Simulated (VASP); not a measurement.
Wanted: the native input for a VASP 6.6.1 run.

| Item | Value |
| --- | --- |
| Task | single point |
| Functional | LDA |
| Potentials or basis | VASP PAW LDA potentials, release 64 (Ge_d) |
| Cutoff | 520 eV |
| k mesh | 9 × 9 × 9 |
| Occupations | gaussian, width 0.15 eV |
| Spin | no spin polarisation |
| Dipole correction | no |
| Further INCAR settings | ALGO = Fast; EDIFF = 1e-07; NBANDS = 66 |

The structure of Ge lies in POSCAR:

```
Ge
1.0
    5.0265000000      2.9020511281      1.9360574366
   -5.0265000000      2.9020511281      1.9360574366
    0.0000000000     -5.8041022562      1.9360574366
Ge
8
Direct
    0.7160372198      0.7160372198      0.7160372198
    0.2839627802      0.2839627802      0.2839627802
    0.0289443365      0.7253625346      0.5322921793
    0.5322921793      0.0289443365      0.7253625346
    0.7253625346      0.5322921793      0.0289443365
    0.9710556635      0.2746374654      0.4677078207
    0.4677078207      0.9710556635      0.2746374654
    0.2746374654      0.4677078207      0.9710556635
```

The input as run:

INCAR

```
SYSTEM = Ge
ALGO = Fast ; EDIFF = 1E-7
ENCUT = 520 ; ISIF = 2
ISMEAR = 0 ; LASPH = .True.
LCHARG = .False. ; LREAL = .False.
LWAVE = .False. ; NBANDS = 66
NELM = 60 ; PREC = Accurate
SIGMA = 0.15
```

KPOINTS

```
k-points
0
Gamma
  9 9 9
  0 0 0
```

Potentials or basis: VASP PAW LDA potentials, release 64 (Ge_d).

Launch:

```console
$ cat potpaw_LDA.64/Ge_d/POTCAR > POTCAR
$ mpirun -np 1 vasp_std > vasp.out
```

Results of the run:

```json
{"Pressure": "-3.9 GPa", "Largest force": "0.248 eV/Å", "Band gap on the k mesh": "zero (bands 56 and 57 overlap by 0.46 eV)"}
```

Caveat: the cell stands under tension; semilocal functionals underestimate gaps, and a narrow one can read as zero.

It took 47 min on 1 thread of Oxide Virtual Turin-like Processor, with other jobs on the host, peak memory 0.86 GiB.
